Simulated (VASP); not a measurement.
# Ho2O (P6_3/mmc) in VASP: relaxation of cell and atoms with PBE

Aim: the relaxation of cell and atoms of Ho2O with PBE.

All numbers are computed with VASP 6.6.1; they aren't measurements. Logs are shortened: lines on timing, memory, paths and dates and some standing lists are left out, and cuts for length are marked.

## 1. The cell of the first run

It takes space group P6_3/mmc (No. 194, hexagonal). The conventional cell has a = 4.152 Å, b = 4.152 Å, c = 8.041 Å, α = 90.00°, β = 90.00°, γ = 120.00°. Within 3.2 Å of Ho (site symmetry -6m2) lie 3 O at 2.40 Å and 6 Ho at 3.13 Å. Ho (site symmetry -3m) has 2 O at 2.01 Å within 2.7 Å. O (site symmetry -6m2) has 5 Ho at 2.01 to 2.40 Å within 2.7 Å.

The cell was generated, and may not be a known phase.

## 2. Relaxation of cell and atoms, PBE

The input, INCAR:

```
SYSTEM = Ho2O
PREC     = Accurate       ! precision mode
ENCUT    = 600            ! plane-wave cutoff, eV
EDIFF    = 1E-7           ! SCF threshold, eV
ISMEAR   = 0              ! smearing method
SIGMA    = 0.2            ! smearing width, eV
LREAL    = .False.        ! projectors in reciprocal space
LASPH    = .True.         ! aspherical terms in the spheres
NELM     = 200            ! most SCF steps
ALGO     = Normal         ! electronic algorithm
ISIF     = 3              ! what is computed and relaxed
LWAVE    = .False.        ! write WAVECAR
LCHARG   = .False.        ! write CHGCAR
GGA      = PE             ! functional
IBRION   = 2              ! ionic algorithm
NSW      = 36             ! ionic steps
EDIFFG   = -0.08          ! ionic threshold
GGA_COMPAT= .False.      
NELMIN   = 4            
LMAXMIX  = 6              ! l up to which the mixer works
```

The input, KPOINTS:

```
regular mesh
0
Gamma
  5 5 2
  0 0 0
```

The input, POSCAR:

```
Ho2O
1.0
    4.1519533500      0.0000000000      0.0000000000
   -2.0759766700      3.5956970800      0.0000000000
    0.0000000000      0.0000000000      8.0414342800
Ho O
4 2
Direct
    0.6666666700      0.3333333300      0.2500000000
    0.3333333300      0.6666666700      0.7500000000
    0.0000000000      0.0000000000      0.0000000000
    0.0000000000      0.0000000000      0.5000000000
    0.0000000000      0.0000000000      0.2500000000
    0.0000000000      0.0000000000      0.7500000000
```

Potentials or basis: VASP PAW PBE potentials, release 64 (Ho_3, O), 4f in core.

Command:

```
$ cat potpaw_PBE.64/Ho_3/POTCAR potpaw_PBE.64/O/POTCAR > POTCAR
$ mpirun -np 1 vasp_std > vasp.out
```

OUTCAR:

```text
SYSTEM = Ho2O
   PREC = Accurate
   ENCUT = 600
   EDIFF = 1E-7
   ISMEAR = 0
   LREAL = .False.
   LASPH = .True.
   NELM = 200
   ISIF = 3
   GGA = PE
   IBRION = 2
   NSW = 36
   EDIFFG = -0.08
   NELMIN = 4

 ion  position               nearest neighbor table
   1  0.667  0.333  0.250-   5 2.40   5 2.40   5 2.40   3 3.13   4 3.13   4 3.13   3 3.13   4 3.13
                             3 3.13
   2  0.333  0.667  0.750-   6 2.40   6 2.40   6 2.40   3 3.13   4 3.13   4 3.13   3 3.13   4 3.13
                             3 3.13
   3  0.000  0.000  0.000-   5 2.01   6 2.01   1 3.13   2 3.13   1 3.13   2 3.13   1 3.13   2 3.13

   4  0.000  0.000  0.500-   5 2.01   6 2.01   1 3.13   2 3.13   1 3.13   2 3.13   1 3.13   2 3.13

   5  0.000  0.000  0.250-   3 2.01   4 2.01   1 2.40   1 2.40   1 2.40
   6  0.000  0.000  0.750-   3 2.01   4 2.01   2 2.40   2 2.40   2 2.40

  LATTYP: Found a hexagonal cell.
 ALAT       =     4.1519533500
 C/A-ratio  =     1.9367833890

  Lattice vectors:

 A1 = (   4.1519533500,   0.0000000000,   0.0000000000)
 A2 = (  -2.0759766700,   3.5956970800,   0.0000000000)
 A3 = (   0.0000000000,   0.0000000000,   8.0414342800)

Analysis of symmetry for initial positions (statically):
=====================================================================
 Subroutine PRICEL returns:
 Original cell was already a primitive cell.

 Routine SETGRP: Setting up the symmetry group for a
 hexagonal supercell.

 Subroutine GETGRP returns: Found 24 space group operations
 (whereof 12 operations were pure point group operations)
 out of a pool of 24 trial point group operations.

The static configuration has the point symmetry D_3d.
 The point group associated with its full space group is D_6h.

Analysis of symmetry for dynamics (positions and initial velocities):
=====================================================================
 Subroutine PRICEL returns:
 Original cell was already a primitive cell.

 Routine SETGRP: Setting up the symmetry group for a
 hexagonal supercell.

 Subroutine GETGRP returns: Found 24 space group operations
 (whereof 12 operations were pure point group operations)
 out of a pool of 24 trial point group operations.

The dynamic configuration has the point symmetry D_3d.
 The point group associated with its full space group is D_6h.

 Subroutine INISYM returns: Found 24 space group operations
 (whereof 12 operations are pure point group operations),
 and found     1 'primitive' translations

----------------------------------------------------------------------------------------

                                     Primitive cell

  volume of cell :     120.0519

  direct lattice vectors                    reciprocal lattice vectors
     4.151953350  0.000000000  0.000000000     0.240850490  0.139055095  0.000000000
    -2.075976670  3.595697080  0.000000000     0.000000000  0.278110191  0.000000000
     0.000000000  0.000000000  8.041434280     0.000000000  0.000000000  0.124355925

  length of vectors
     4.151953350  4.151953351  8.041434280     0.278110191  0.278110191  0.124355925

  position of ions in fractional coordinates (direct lattice)
     0.666666670  0.333333330  0.250000000
     0.333333330  0.666666670  0.750000000
     0.000000000  0.000000000  0.000000000
     0.000000000  0.000000000  0.500000000
     0.000000000  0.000000000  0.250000000
     0.000000000  0.000000000  0.750000000

  ion indices of the primitive-cell ions
   primitive index   ion index
                 1           1
                 2           2
                 3           3
                 4           4
                 5           5
                 6           6

----------------------------------------------------------------------------------------

 KPOINTS: regular mesh

Automatic generation of k-mesh.
 Grid dimensions read from file:
 generate k-points for:    5    5    2

 Generating k-lattice:

  Cartesian coordinates                     Fractional coordinates (reciprocal lattice)
     0.048170098  0.027811019  0.000000000     0.200000000  0.000000000  0.000000000
     0.000000000  0.055622038  0.000000000     0.000000000  0.200000000  0.000000000
     0.000000000  0.000000000  0.062177963     0.000000000  0.000000000  0.500000000

  Length of vectors
     0.055622038  0.055622038  0.062177963

  Shift w.r.t. Gamma in fractional coordinates (k-lattice)
     0.000000000  0.000000000  0.000000000

 Subroutine IBZKPT returns following result:
 ===========================================

 Found     10 irreducible k-points:

 Following reciprocal coordinates:
            Coordinates               Weight
  0.000000  0.000000  0.000000      1.000000
  0.200000  0.000000  0.000000      6.000000
  0.400000  0.000000  0.000000      6.000000
  0.200000  0.200000  0.000000      6.000000
  0.400000  0.200000  0.000000      6.000000
  0.000000  0.000000  0.500000      1.000000
  0.200000  0.000000  0.500000      6.000000
  0.400000  0.000000  0.500000      6.000000
  0.200000  0.200000  0.500000      6.000000
  0.400000  0.200000  0.500000      6.000000
   k-points           NKPTS =     10   k-points in BZ     NKDIM =     10   number of bands    NBANDS=     28
   number of dos      NEDOS =    301   number of ions     NIONS =      6
   total plane-waves  NPLWV =  82944
   dimension x,y,z NGX =    36 NGY =   36 NGZ =   64
   dimension x,y,z NGXF=    72 NGYF=   72 NGZF=  128
   ions per type =               4   2
   NGX,Y,Z   is equivalent  to a cutoff of  14.41, 14.41, 13.23 a.u.
   NGXF,Y,Z  is equivalent  to a cutoff of  28.83, 28.83, 26.46 a.u.
 SYSTEM =  Ho2O
   PREC   = accura    normal or accurate (medium, high low for compatibility)
   ISTART =      0    job   : 0-new  1-cont  2-samecut
   ICHARG =      2    charge: 1-file 2-atom 10-const
   ISPIN  =      1    spin polarized calculation?
   LNONCOLLINEAR =      F non collinear calculations
   LSORBIT =      F    spin-orbit coupling
   LASPH  =      T    aspherical Exc in radial PAW
   ENCUT  =  600.0 eV  44.10 Ry    6.64 a.u.   8.29  8.29 16.06*2*pi/ulx,y,z
   NELM   =    200;   NELMIN=  4; NELMDL= -5     # of ELM steps
   EDIFF  = 0.1E-06   stopping-criterion for ELM
   LREAL  =      F    real-space projection
   EDIFFG = -.8E-01   stopping-criterion for IOM
   NSW    =     36    number of steps for IOM
   IBRION =      2    ionic relax: 0-MD 1-quasi-New 2-CG
   NFREE  =      1    steps in history (QN), initial steepest desc. (CG)
   ISIF   =      3    stress and relaxation
   ISYM   =      2    0-nonsym 1-usesym 2-fastsym
   POTIM  = 0.5000    time-step for ionic-motion
   TEBEG  =    0.0;   TEEND  =   0.0 temperature during run
   PSTRESS=    0.0 pullay stress
   NELECT =      48.0000    total number of electrons
   NUPDOWN=      -1.0000    fix difference up-down
   EMIN   =  10.00;   EMAX   =-10.00  energy-range for DOS
   EFERMI =   0.00;   METHOD = LEGACY
   ISMEAR =     0;   SIGMA  =   0.20  broadening in eV -4-tet -1-fermi 0-gaus
   EFERMI_NEDOS =   21; number of points for ismear=-14 and -15
   IALGO  =     38    algorithm
   IMIX   =      4    mixing-type and parameters
     AMIX     =   0.40;   BMIX     =  1.00
     AMIX_MAG =   1.60;   BMIX_MAG =  1.00
  volume/ion in A,a.u.               =      20.01       135.03
  Fermi-wavevector in a.u.,A,eV,Ry     =   1.206051  2.279105 19.790466  1.454558
  Thomas-Fermi vector in A             =   2.341729
   LORBIT       =      0    0 simple, 1 ext, 2 COOP (PROOUT), +10 PAW based schemes
   GGA     = PE    functional components
   LHFCALC =     F    Hartree Fock is set to
   AEXX    =    0.0000 exact exchange contribution
   IVDW    =     0    specifies the selected vdW correction
   LEPSILON=     F    determine dielectric tensor
   LRPA    =     F    only Hartree local field effects (RPA)
 conjugate gradient relaxation of ions
 non-spin polarized calculation
 Gauss-broadening in eV      SIGMA  =   0.20
  energy-cutoff  :      600.00
  volume of cell :      120.05
 maximum number of plane-waves:      4052
 NGX is ok and might be reduce to    36
   NGX = 17   NGY = 17   NGZ = 33

--------------------------------------- Ionic step        1  -------------------------------------------

 number of electron      48.0000003 magnetization

 Free energy of the ion-electron system (eV)
  ---------------------------------------------------
  ext. energy  EPLUGINS =         0.00000000
  ---------------------------------------------------
  free energy    TOTEN  =       -35.87876949 eV

  energy without entropy =      -35.79816165  energy(sigma->0) =      -35.83846557

------------------------ aborting loop because EDIFF is reached ----------------------------------------

  FORCE on cell =-STRESS in cart. coord.  units (eV):
  Direction    XX          YY          ZZ          XY          YZ          ZX
  --------------------------------------------------------------------------------------
  -------------------------------------------------------------------------------------
  Total        2.7741986      2.7741986     38.4588492      0.0000000      0.0000000      0.0000000
  in kB       37.0236347     37.0236347    513.2604349      0.0000001      0.0000000      0.0000000
  external PRESSURE =     195.7692348 kB  Pullay stress =       0.0000000 kB
[... 67 lines left out ...]
--------------------------------------- Ionic step        3  -------------------------------------------

 number of electron      48.0000011 magnetization

 E-fermi :   3.4679     XC(G=0):  -9.8406

 val. band max:        3.4444940021   @ k =   0.4000   0.0000   0.0000
 cond. band min:       3.5416816923   @ k =   0.2000   0.2000   0.0000
 fundamental gap:      0.0971876902
 Fermi energy:         3.4678916794

 k-point     1 :       0.0000    0.0000    0.0000
  band No.  band energies     occupation
      1     -21.4767      2.00000
      2     -21.3755      2.00000
      3     -21.3003      2.00000
      4     -21.3003      2.00000
      5     -21.2586      2.00000
      6     -21.2586      2.00000
[... 332 lines left out ...]
  FREE ENERGIE OF THE ION-ELECTRON SYSTEM (eV)
  ---------------------------------------------------
  free  energy   TOTEN  =       -38.0291918003 eV

  energy  without entropy=      -37.8994246778  energy(sigma->0) =      -37.96430824

[... ionic steps 4 to 7 ...]

--------------------------------------- Ionic step        8  -------------------------------------------

 number of electron      47.9999975 magnetization

------------------------ aborting loop because EDIFF is reached ----------------------------------------
[... 75 lines left out ...]
--------------------------------------- Ionic step       10  -------------------------------------------

 number of electron      47.9999988 magnetization

 Free energy of the ion-electron system (eV)
  ---------------------------------------------------
  ext. energy  EPLUGINS =         0.00000000
  ---------------------------------------------------
  free energy    TOTEN  =       -38.99779457 eV

  energy without entropy =      -38.89742083  energy(sigma->0) =      -38.94760770

 E-fermi :   3.6085     XC(G=0): -10.1387

 val. band max:        3.5986933953   @ k =   0.4000   0.0000   0.0000
 cond. band min:       3.7020245639   @ k =   0.2000   0.2000   0.5000
 fundamental gap:      0.1033311686
 Fermi energy:         3.6084693526

 k-point     1 :       0.0000    0.0000    0.0000
  band No.  band energies     occupation
      1     -20.9491      2.00000
      2     -20.8535      2.00000
      3     -20.5174      2.00000
      4     -20.5174      2.00000
      5     -20.5043      2.00000
      6     -20.5043      2.00000
[... 332 lines left out ...]
  FREE ENERGIE OF THE ION-ELECTRON SYSTEM (eV)
  ---------------------------------------------------
  free  energy   TOTEN  =       -38.9977945670 eV

  energy  without entropy=      -38.8974208311  energy(sigma->0) =      -38.94760770

 reached required accuracy - stopping structural energy minimisation
```

Run time: 8.9 min. Hardware: 1 thread of Intel Xeon Platinum 8259CL at 2.50GHz (Skylake/Cascade Lake), shared host; peak memory 0.3 GiB.

Results:

```yaml
Free_energy: -38.9978 eV
Relaxed_volume: 22.05 Å³/atom
Relaxed_cell: a = 3.776 Å, b = 3.776 Å, c = 10.717 Å, α = 90.00°, β = 90.00°, γ = 120.00°
Space_group_after_relaxing_to_0.1_Å: P6_3/mmc (No. 194)
Energy_gained_by_relaxing: 519.8 meV/atom
Ionic_steps: 10
Pressure_after_relaxing: 0.2 GPa
Band_gap_on_the_k_mesh: zero (bands 24 and 25 overlap by 1.49 eV)
```

Stress tensor (GPa, compression positive):
```
 0.57  0.00  0.00
 0.00  0.57  0.00
 0.00  0.00 -0.49
```

The path:
```
step  energy change (eV)  largest force (eV/Å)  pressure (GPa)  volume (Å³)
   1              0.0000                0.0000           19.58       120.05
   2             -1.3038                0.0000          -12.02       164.27
   3             -2.1504                0.0000           -4.19       141.19
   4             -2.5699                0.0000           -0.68       132.19
   5             -2.7541                0.0000            5.73       122.40
   6             -2.8986                0.0000            6.22       122.27
   7             -2.9031                0.0000            7.52       121.98
   8             -3.0983                0.0000            2.29       128.98
   9             -3.1189                0.0000            0.05       132.61
  10             -3.1190                0.0000            0.22       132.32
```

Final structure:
```
Ho O
1.0
     3.77590    0.00000    0.00000
    -1.88795    3.27002    0.00000
     0.00000    0.00000   10.71657
Ho O
4 2
Direct
  0.66667 0.33333 0.25000
  0.33333 0.66667 0.75000
  0.00000 0.00000 0.00000
  0.00000 0.00000 0.50000
  0.00000 0.00000 0.25000
  0.00000 0.00000 0.75000
```

Levels at points of the mesh, in eV from the Fermi level:
| k point | band 21 | band 22 | band 23 | band 24 | band 25 | band 26 | band 27 | band 28 |
| --- | --- | --- | --- | --- | --- | --- | --- | --- |
| (0.00, 0.00, 0.00) | -4.25 | -2.82 | -0.68 | 1.20 | 1.20 | 1.44 | 1.93 | 1.93 |
| (0.00, 0.00, 0.50) | -3.55 | -3.55 | 0.43 | 0.43 | 1.51 | 1.51 | 1.51 | 1.51 |

Caveat: the k points lie up to 0.38 Å⁻¹ apart in the final cell, too coarse for converged energies and pressures of a metal; a cell axis changed by over 15 % at a fixed basis, so the end point is rough; spin-orbit coupling is left out, which moves the levels of the heavy elements; the 4f electrons are frozen in the core, so they carry no moment and show no levels; the run has no spin polarisation, though such a crystal can be magnetic.

The gap in the log of VASP goes by the Fermi energy; the results here count the filled bands.